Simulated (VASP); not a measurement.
# SiO2: electric field gradients with HSE06

SiO2:

```
Si O
1.0
     5.06907    0.00000    0.00000
    -2.53454    4.38995    0.00000
     0.00000    0.00000    8.55849
Si O
4 8
Direct
  0.66667 0.33333 0.93713
  0.66667 0.33333 0.56287
  0.33333 0.66667 0.06287
  0.33333 0.66667 0.43713
  0.00000 0.42126 0.00000
  0.42126 0.42126 0.50000
  0.57874 0.00000 0.50000
  0.57874 0.57874 0.00000
  0.00000 0.57874 0.50000
  0.66667 0.33333 0.75000
  0.33333 0.66667 0.25000
  0.42126 0.00000 0.00000
```

```json
{"Program": "VASP 6.6.1", "Task": "electric field gradients", "Functional": "HSE06", "Potentials or basis": "VASP PAW PBE potentials, release 64 (Si, O)", "Cutoff": "520 eV", "k mesh": "4 × 4 × 2", "Occupations": "fermi-dirac, width 0.02 eV", "Spin": "no spin polarisation", "Dipole correction": "no", "Grid for exact exchange (PRECFOCK)": "Fast", "Further INCAR settings": "ALGO = Normal; EDIFF = 1e-08; NBANDS = 44", "Share of exact exchange": "0.25", "Screening parameter": "0.2079 1/Å"}
```

```json
{
 "Pressure": "-0.2 GPa",
 "Largest force": "0.032 eV/Å",
 "Band gap on the k mesh": "7.34 eV (least direct gap 7.36 eV)",
 "Largest electric field gradient by atom": "Si -0.6; O +94.2, +99.5 (each value once) V/Å²"
}
```

Forces on the atoms (eV/Å):
```
Si   0.000  0.000  0.002
Si   0.000  0.000 -0.002
Si   0.000  0.000 -0.002
Si   0.000  0.000  0.002
O   -0.016  0.028  0.000
O    0.016  0.028  0.000
O   -0.032  0.000  0.000
O   -0.016 -0.028  0.000
O    0.016 -0.028  0.000
O    0.000  0.000  0.000
O    0.000  0.000  0.000
O    0.032  0.000  0.000
```

Levels at points of the mesh, in eV from the valence-band top:
| k point | band 29 | band 30 | band 31 | band 32 | band 33 | band 34 | band 35 | band 36 |
| --- | --- | --- | --- | --- | --- | --- | --- | --- |
| (0.00, 0.00, 0.00) | -0.70 | -0.65 | -0.02 | -0.02 | 7.34 | 9.82 | 10.00 | 10.83 |
| (0.50, 0.00, 0.00) | -0.96 | -0.77 | -0.63 | 0.00 | 9.74 | 10.00 | 10.56 | 11.27 |
| (0.00, 0.00, 0.50) | -0.64 | -0.64 | -0.18 | -0.18 | 8.15 | 8.15 | 11.26 | 11.26 |
| (0.50, 0.00, 0.50) | -0.75 | -0.75 | -0.35 | -0.35 | 10.17 | 10.17 | 10.30 | 10.30 |

Electric field gradients, principal values (V/Å²):
```csv
atom,least,middle,greatest (by size)
1 Si,0.287,0.288,-0.575
2 Si,0.287,0.288,-0.575
3 Si,0.287,0.288,-0.575
4 Si,0.287,0.288,-0.575
5 O,-41.025,-53.141,94.165
6 O,-41.024,-53.140,94.164
7 O,-41.025,-53.141,94.165
8 O,-41.024,-53.140,94.164
9 O,-41.025,-53.141,94.165
10 O,-49.768,-49.770,99.539
11 O,-49.768,-49.770,99.539
12 O,-41.025,-53.141,94.165
```

Wall time 27 min on 2 MPI ranks on Intel(R) Xeon(R) Platinum 8259CL CPU @ 2.50GHz (Skylake/Cascade Lake), on a shared host, peak memory 0.44 GiB a rank.

Caveat: without QUAD_EFG the Cq values of the log hold for a quadrupole moment of 1 mb, not for the nuclei; the PAW data sets were made with another functional, which shifts forces and pressure a little. A k mesh can miss the band edges.
